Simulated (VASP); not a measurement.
# IrPdC4N4 (P-43m) in VASP: relaxation of cell and atoms with PBE

Aim: the relaxation of cell and atoms of IrPdC4N4 with PBE.

Program: VASP 6.6.1. These are calculated values, not measurements. Logs are shortened: lines on timing, memory, paths and dates and some standing lists are left out, and cuts for length are marked.

### Step 1. The cell of the first run

It takes space group P-43m (No. 215, cubic). The conventional cell has a = 5.934 Å, b = 5.934 Å, c = 5.934 Å, α = 90.00°, β = 90.00°, γ = 90.00°. Pd (site symmetry -43m) has 4 C at 2.01 Å within 2.7 Å. Ir (site symmetry -43m) has 4 N at 1.94 Å within 2.6 Å. Within 1.6 Å of C (site symmetry 3m) lie 1 N at 1.19 Å. N (site symmetry 3m) has 1 C at 1.19 Å within 1.6 Å.

### Step 2. Relaxation of cell and atoms, PBE, collinear spin

The input, INCAR:

```
SYSTEM = IrPdC4N4
PREC = Accurate
ENCUT = 600
EDIFF = 1E-7
ISMEAR = 0
SIGMA = 0.1
LREAL = .FALSE.
LASPH = .TRUE.
NELM = 200
ALGO = Normal
ISIF = 3
LWAVE = .FALSE.
LCHARG = .FALSE.
ISPIN = 2
MAGMOM = -0.15 0.6 0 0 0 0 0 0 0 0
LORBIT = 11
LMAXMIX = 4
GGA = PE
IBRION = 2
NSW = 100
EDIFFG = -0.01
GGA_COMPAT = .FALSE.
NELMIN = 4
KPAR = 4
```

The input, KPOINTS:

```
Automatic mesh
0
G
  6 6 6
  0 0 0
```

The input, POSCAR:

```
IrPdC4N4
1.0
    5.9341602103      0.0000000000      0.0000000000
    0.0000000000      5.9341602103      0.0000000000
    0.0000000000      0.0000000000      5.9341602103
Pd Ir C N
1 1 4 4
Direct
    0.0000000000      0.0000000000      0.0000000000
    0.5000000000      0.5000000000      0.5000000000
    0.1953427937      0.1953427937      0.1953427937
    0.1953427937      0.8046572063      0.8046572063
    0.8046572063      0.1953427937      0.8046572063
    0.8046572063      0.8046572063      0.1953427937
    0.3111765837      0.3111765837      0.3111765837
    0.3111765837      0.6888234163      0.6888234163
    0.6888234163      0.3111765837      0.6888234163
    0.6888234163      0.6888234163      0.3111765837
```

Potentials or basis: VASP PAW PBE potentials, release 64 (Pd, Ir, C, N).

Run with:

```console
> cat potpaw_PBE.64/Pd/POTCAR potpaw_PBE.64/Ir/POTCAR potpaw_PBE.64/C/POTCAR potpaw_PBE.64/N/POTCAR > POTCAR
> mpirun -np 4 vasp_std > vasp.out
```

OUTCAR:

```text
SYSTEM = IrPdC4N4
   PREC = Accurate
   ENCUT = 600
   EDIFF = 1E-7
   ISMEAR = 0
   LREAL = .FALSE.
   LASPH = .TRUE.
   NELM = 200
   ISIF = 3
   ISPIN = 2
   LORBIT = 11
   GGA = PE
   IBRION = 2
   NSW = 100
   EDIFFG = -0.01
   NELMIN = 4

 ion  position               nearest neighbor table
   1  0.000  0.000  0.000-   3 2.01   4 2.01   5 2.01   6 2.01
   2  0.500  0.500  0.500-   7 1.94   8 1.94   9 1.94  10 1.94
   3  0.195  0.195  0.195-   7 1.19   1 2.01
   4  0.195  0.805  0.805-   8 1.19   1 2.01
   5  0.805  0.195  0.805-   9 1.19   1 2.01
   6  0.805  0.805  0.195-  10 1.19   1 2.01
   7  0.311  0.311  0.311-   3 1.19   2 1.94
   8  0.311  0.689  0.689-   4 1.19   2 1.94
   9  0.689  0.311  0.689-   5 1.19   2 1.94
  10  0.689  0.689  0.311-   6 1.19   2 1.94

  LATTYP: Found a simple cubic cell.
 ALAT       =     5.9341602103

  Lattice vectors:

 A1 = (   5.9341602103,   0.0000000000,   0.0000000000)
 A2 = (   0.0000000000,   5.9341602103,   0.0000000000)
 A3 = (   0.0000000000,   0.0000000000,   5.9341602103)

Analysis of symmetry for initial positions (statically):
=====================================================================
 Subroutine PRICEL returns:
 Original cell was already a primitive cell.

 Routine SETGRP: Setting up the symmetry group for a
 simple cubic supercell.

 Subroutine GETGRP returns: Found 24 space group operations
 (whereof 24 operations were pure point group operations)
 out of a pool of 48 trial point group operations.

The static configuration has the point symmetry T_d .

Analysis of symmetry for dynamics (positions and initial velocities):
=====================================================================
 Subroutine PRICEL returns:
 Original cell was already a primitive cell.

 Routine SETGRP: Setting up the symmetry group for a
 simple cubic supercell.

 Subroutine GETGRP returns: Found 24 space group operations
 (whereof 24 operations were pure point group operations)
 out of a pool of 48 trial point group operations.

The dynamic configuration has the point symmetry T_d .

Analysis of structural, dynamic, and magnetic symmetry:
=====================================================================
 Subroutine PRICEL returns:
 Original cell was already a primitive cell.

 Routine SETGRP: Setting up the symmetry group for a
 simple cubic supercell.

 Subroutine GETGRP returns: Found 24 space group operations
 (whereof 24 operations were pure point group operations)
 out of a pool of 48 trial point group operations.

The overall configuration has the point symmetry T_d .

 Subroutine INISYM returns: Found 24 space group operations
 (whereof 24 operations are pure point group operations),
 and found     1 'primitive' translations

----------------------------------------------------------------------------------------

                                     Primitive cell

  volume of cell :     208.9670

  direct lattice vectors                    reciprocal lattice vectors
     5.934160210  0.000000000  0.000000000     0.168515841  0.000000000  0.000000000
     0.000000000  5.934160210  0.000000000     0.000000000  0.168515841  0.000000000
     0.000000000  0.000000000  5.934160210     0.000000000  0.000000000  0.168515841

  length of vectors
     5.934160210  5.934160210  5.934160210     0.168515841  0.168515841  0.168515841

  position of ions in fractional coordinates (direct lattice)
     0.000000000  0.000000000  0.000000000
     0.500000000  0.500000000  0.500000000
     0.195342794  0.195342794  0.195342794
     0.195342794  0.804657206  0.804657206
     0.804657206  0.195342794  0.804657206
     0.804657206  0.804657206  0.195342794
     0.311176584  0.311176584  0.311176584
     0.311176584  0.688823416  0.688823416
     0.688823416  0.311176584  0.688823416
     0.688823416  0.688823416  0.311176584

  ion indices of the primitive-cell ions
   primitive index   ion index
                 1           1
                 2           2
                 3           3
                 4           4
                 5           5
                 6           6
                 7           7
                 8           8
                 9           9
                10          10

----------------------------------------------------------------------------------------

 KPOINTS: Automatic mesh

Automatic generation of k-mesh.
 Grid dimensions read from file:
 generate k-points for:    6    6    6

 Generating k-lattice:

  Cartesian coordinates                     Fractional coordinates (reciprocal lattice)
     0.028085974  0.000000000  0.000000000     0.166666667  0.000000000  0.000000000
     0.000000000  0.028085974  0.000000000     0.000000000  0.166666667  0.000000000
     0.000000000  0.000000000  0.028085974     0.000000000  0.000000000  0.166666667

  Length of vectors
     0.028085974  0.028085974  0.028085974

  Shift w.r.t. Gamma in fractional coordinates (k-lattice)
     0.000000000  0.000000000  0.000000000

 Subroutine IBZKPT returns following result:
 ===========================================

 Found     20 irreducible k-points:

 Following reciprocal coordinates:
            Coordinates               Weight
  0.000000  0.000000  0.000000      1.000000
  0.166667  0.000000  0.000000      6.000000
  0.333333  0.000000  0.000000      6.000000
  0.500000  0.000000  0.000000      3.000000
  0.166667  0.166667  0.000000     12.000000
  0.333333  0.166667  0.000000     24.000000
[... 12 lines left out ...]
  0.500000  0.500000  0.333333      6.000000
  0.500000  0.500000  0.500000      1.000000
   k-points           NKPTS =     20   k-points in BZ     NKDIM =     20   number of bands    NBANDS=     33
   number of dos      NEDOS =    301   number of ions     NIONS =     10
   total plane-waves  NPLWV = 110592
   dimension x,y,z NGX =    48 NGY =   48 NGZ =   48
   dimension x,y,z NGXF=    96 NGYF=   96 NGZF=   96
   ions per type =               1   1   4   4
   NGX,Y,Z   is equivalent  to a cutoff of  13.45, 13.45, 13.45 a.u.
   NGXF,Y,Z  is equivalent  to a cutoff of  26.89, 26.89, 26.89 a.u.
 SYSTEM =  IrPdC4N4
   PREC   = accura    normal or accurate (medium, high low for compatibility)
   ISTART =      0    job   : 0-new  1-cont  2-samecut
   ICHARG =      2    charge: 1-file 2-atom 10-const
   ISPIN  =      2    spin polarized calculation?
   LNONCOLLINEAR =      F non collinear calculations
   LSORBIT =      F    spin-orbit coupling
   LASPH  =      T    aspherical Exc in radial PAW
   ENCUT  =  600.0 eV  44.10 Ry    6.64 a.u.  11.85 11.85 11.85*2*pi/ulx,y,z
   NELM   =    200;   NELMIN=  4; NELMDL= -5     # of ELM steps
   EDIFF  = 0.1E-06   stopping-criterion for ELM
   LREAL  =      F    real-space projection
   EDIFFG = -.1E-01   stopping-criterion for IOM
   NSW    =    100    number of steps for IOM
   IBRION =      2    ionic relax: 0-MD 1-quasi-New 2-CG
   NFREE  =      1    steps in history (QN), initial steepest desc. (CG)
   ISIF   =      3    stress and relaxation
   ISYM   =      2    0-nonsym 1-usesym 2-fastsym
   POTIM  = 0.5000    time-step for ionic-motion
   TEBEG  =    0.0;   TEEND  =   0.0 temperature during run
   PSTRESS=    0.0 pullay stress
   NELECT =      55.0000    total number of electrons
   NUPDOWN=      -1.0000    fix difference up-down
   EMIN   =  10.00;   EMAX   =-10.00  energy-range for DOS
   EFERMI =   0.00;   METHOD = LEGACY
   ISMEAR =     0;   SIGMA  =   0.10  broadening in eV -4-tet -1-fermi 0-gaus
   EFERMI_NEDOS =   21; number of points for ismear=-14 and -15
   IALGO  =     38    algorithm
   IMIX   =      4    mixing-type and parameters
     AMIX     =   0.40;   BMIX     =  1.00
     AMIX_MAG =   1.60;   BMIX_MAG =  1.00
  volume/ion in A,a.u.               =      20.90       141.02
  Fermi-wavevector in a.u.,A,eV,Ry     =   1.049147  1.982601 14.976069  1.100710
  Thomas-Fermi vector in A             =   2.184098
   LORBIT       =     11    0 simple, 1 ext, 2 COOP (PROOUT), +10 PAW based schemes
   GGA     = PE    functional components
   LHFCALC =     F    Hartree Fock is set to
   AEXX    =    0.0000 exact exchange contribution
   IVDW    =     0    specifies the selected vdW correction
   LEPSILON=     F    determine dielectric tensor
   LRPA    =     F    only Hartree local field effects (RPA)
 conjugate gradient relaxation of ions
 spin polarized calculation
 Gauss-broadening in eV      SIGMA  =   0.10
  energy-cutoff  :      600.00
  volume of cell :      208.97
 maximum number of plane-waves:      6988
 NGX is ok and might be reduce to    48
   NGX = 23   NGY = 23   NGZ = 23

--------------------------------------- Ionic step        1  -------------------------------------------

 number of electron      55.0000005 magnetization       1.0028088

 Free energy of the ion-electron system (eV)
  ---------------------------------------------------
  ext. energy  EPLUGINS =         0.00000000
  ---------------------------------------------------
  free energy    TOTEN  =       -75.51202059 eV

  energy without entropy =      -75.49120344  energy(sigma->0) =      -75.50161202

------------------------ aborting loop because EDIFF is reached ----------------------------------------

  FORCE on cell =-STRESS in cart. coord.  units (eV):
  Direction    XX          YY          ZZ          XY          YZ          ZX
  --------------------------------------------------------------------------------------
  -------------------------------------------------------------------------------------
  Total        0.4856846      0.4856846      0.4856846     -0.0000000     -0.0000000      0.0000000
  in kB        3.7238068      3.7238068      3.7238068     -0.0000000     -0.0000000      0.0000000
  external PRESSURE =       3.7238068 kB  Pullay stress =       0.0000000 kB
[... 117 lines left out ...]
  energy  without entropy=      -75.4920105833  energy(sigma->0) =      -75.50243473

--------------------------------------- Ionic step        4  -------------------------------------------

 number of electron      55.0000004 magnetization       1.0029600

 Free energy of the ion-electron system (eV)
  ---------------------------------------------------
  ext. energy  EPLUGINS =         0.00000000
  ---------------------------------------------------
  free energy    TOTEN  =       -75.51364224 eV

  energy without entropy =      -75.49277627  energy(sigma->0) =      -75.50320925

 E-fermi :  -0.4752     XC(G=0):  -7.4108

 val. band max:       -0.4881222299   @ k =   0.3333   0.3333   0.1667
 cond. band min:      -0.4725251789   @ k =   0.5000   0.5000   0.3333
 fundamental gap:      0.0155970510
 Fermi energy:        -0.4752057864

 spin component 1

 k-point     1 :       0.0000    0.0000    0.0000
  band No.  band energies     occupation
      1     -18.5696      1.00000
      2     -18.4133      1.00000
      3     -18.4133      1.00000
      4     -18.4133      1.00000
      5      -9.9724      1.00000
      6      -9.3700      1.00000
[... 709 lines left out ...]
     32       4.1366      0.00000
     33       4.1367      0.00000
 Fermi energy:        -0.4752057864

 spin component 2

 k-point     1 :       0.0000    0.0000    0.0000
  band No.  band energies     occupation
      1     -18.5181      1.00000
      2     -18.3627      1.00000
      3     -18.3627      1.00000
      4     -18.3627      1.00000
      5      -9.8342      1.00000
      6      -9.1680      1.00000
[... 746 lines left out ...]
  FREE ENERGIE OF THE ION-ELECTRON SYSTEM (eV)
  ---------------------------------------------------
  free  energy   TOTEN  =       -75.5136422366 eV

  energy  without entropy=      -75.4927762701  energy(sigma->0) =      -75.50320925

 reached required accuracy - stopping structural energy minimisation

 total charge

# of ion       s       p       d       tot
------------------------------------------
    1        0.553   0.883   8.348   9.785
    2        0.622   0.791   6.926   8.339
    3        0.958   1.541   0.000   2.499
    4        0.958   1.541   0.000   2.499
    5        0.958   1.541   0.000   2.499
    6        0.958   1.541   0.000   2.499
    7        1.283   2.591   0.000   3.874
    8        1.283   2.591   0.000   3.874
    9        1.283   2.591   0.000   3.874
   10        1.283   2.591   0.000   3.874
--------------------------------------------------
tot         10.139  18.202  15.275  43.615

 magnetization (x)

# of ion       s       p       d       tot
------------------------------------------
    1        0.000  -0.043  -0.161  -0.204
    2        0.008   0.105   0.773   0.886
    3        0.000   0.028   0.000   0.028
    4        0.000   0.028   0.000   0.028
    5        0.000   0.028   0.000   0.028
    6        0.000   0.028   0.000   0.028
    7        0.009   0.001   0.000   0.010
    8        0.009   0.001   0.000   0.010
    9        0.009   0.001   0.000   0.010
   10        0.009   0.001   0.000   0.010
--------------------------------------------------
tot          0.045   0.177   0.612   0.834
```

It took 3.8 min on 4 MPI ranks of Intel Xeon 6975P-C (Granite Rapids), shared host; peak memory 0.62 GiB.

Results:

| Item | Value |
| --- | --- |
| Free energy | -75.5136 eV |
| Relaxed volume | 20.97 Å³/atom |
| Relaxed cell | a = 5.941 Å, b = 5.941 Å, c = 5.941 Å, α = 90.00°, β = 90.00°, γ = 90.00° |
| Space group after relaxing (to 0.1 Å) | P-43m (No. 215) |
| Energy gained by relaxing | 0.2 meV/atom |
| Ionic steps | 4 |
| Pressure after relaxing | 0.0 GPa |
| Largest force after relaxing | 0.008 eV/Å |
| Band gap on the k mesh | zero (filled and empty bands overlap) |
| Net moment | 1.00 μB per cell |
| Site moments | Pd -0.20; Ir +0.89; C +0.03; N +0.01 μB |
| Valence electrons inside the program's atomic spheres | Pd 9.79; Ir 8.34; C 2.50; N 3.87 |

Forces on the atoms (eV/Å):
```
Pd   0.000  0.000  0.000
Ir   0.000  0.000  0.000
C   -0.004 -0.004 -0.004
C   -0.004  0.004  0.004
C    0.004 -0.004  0.004
C    0.004  0.004 -0.004
N   -0.004 -0.004 -0.004
N   -0.004  0.004  0.004
N    0.004 -0.004  0.004
N    0.004  0.004 -0.004
```

Step by step:
```tsv
step	energy change (eV)	largest force (eV/Å)	pressure (GPa)	volume (Å³)
1	0.0000	0.2153	0.37	208.97
2	0.0429	1.3742	-1.68	210.44
3	-0.0008	0.0925	0.11	209.14
4	-0.0016	0.0076	-0.05	209.69
```

Final structure:
```yaml
crystal:
  lattice:
    - [5.94096, 0.00000, 0.00000]
    - [0.00000, 5.94096, 0.00000]
    - [0.00000, 0.00000, 5.94096]
  atoms:
    - { symbol: Pd, position: [0.00000, 0.00000, 0.00000] }
    - { symbol: Ir, position: [0.50000, 0.50000, 0.50000] }
    - { symbol: C, position: [0.19504, 0.19504, 0.19504] }
    - { symbol: C, position: [0.19504, 0.80495, 0.80495] }
    - { symbol: C, position: [0.80495, 0.19504, 0.80495] }
    - { symbol: C, position: [0.80495, 0.80495, 0.19504] }
    - { symbol: N, position: [0.31093, 0.31093, 0.31093] }
    - { symbol: N, position: [0.31093, 0.68907, 0.68907] }
    - { symbol: N, position: [0.68907, 0.31093, 0.68907] }
    - { symbol: N, position: [0.68907, 0.68907, 0.31093] }
```

Levels at points of the mesh, in eV from the Fermi level:
Spin up:
```csv
k point,band 26,band 27,band 28,band 29,band 30,band 31
"(0.00, 0.00, 0.00)",-0.74,-0.74,-0.15,-0.15,-0.15,4.69
"(0.50, 0.00, 0.00)",-1.11,-0.09,-0.07,0.45,0.45,4.27
"(0.50, 0.50, 0.00)",-1.00,-0.09,-0.08,0.34,0.34,4.32
"(0.50, 0.50, 0.50)",-0.57,-0.57,-0.19,-0.19,-0.19,4.61
```
Spin down:
```csv
k point,band 24,band 25,band 26,band 27,band 28,band 29,band 30,band 31
"(0.00, 0.00, 0.00)",-0.98,-0.72,-0.72,-0.72,0.29,0.29,0.29,4.75
"(0.50, 0.00, 0.00)",-1.35,-0.96,-0.96,-0.12,0.49,0.79,0.79,4.32
"(0.50, 0.50, 0.00)",-1.28,-0.87,-0.87,-0.12,0.46,0.70,0.70,4.34
"(0.50, 0.50, 0.50)",-0.85,-0.60,-0.60,-0.60,0.32,0.32,0.32,4.68
```

Caveat: spin-orbit coupling is left out, which moves the levels of the heavy elements.
